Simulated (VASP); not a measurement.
Runs of VASP 6.6.1 on Ca. The structure is that of space group P6/mmm (No. 191), or close to it. The cells are those of the table. This isn't the form of Ca at room conditions, which is fcc.

| cell | k mesh | gap on the mesh (eV) | pressure (GPa) |
| --- | --- | --- | --- |
| a = 6.210, b = 6.210, c = 3.719 Å, angles 90.0, 90.0, 120.0°, 3 atoms | 7 × 7 × 10 | none | 0.7 |
| a = 6.033, b = 6.033, c = 3.613 Å, angles 90.0, 90.0, 120.0°, 3 atoms | 7 × 7 × 10 | none | (a) |
| a = 6.538, b = 6.538, c = 3.915 Å, angles 90.0, 90.0, 120.0°, 3 atoms | 7 × 7 × 10 | none | (b) |
| a = 6.295, b = 6.295, c = 3.770 Å, angles 90.0, 90.0, 120.0°, 3 atoms | 6 × 6 × 8 | none | 0.0 |
| a = 6.378, b = 6.378, c = 3.820 Å, angles 90.0, 90.0, 120.0°, 3 atoms | 7 × 7 × 10 | none | -0.5 |

Alike in all rows: task single point; level BLYP; potentials or basis VASP PAW PBE potentials, release 64 (Ca_sv); no spin polarisation; cutoff (eV) 520; smearing fermi-dirac 0.1 eV.

Task: Fill in the values left out.

Result: (a) 2.4; (b) -1.4.

Caveats: the PAW data sets were made with another functional, which shifts forces and pressure a little.

A gap of «none» marks levels without a gap at the run's occupations.
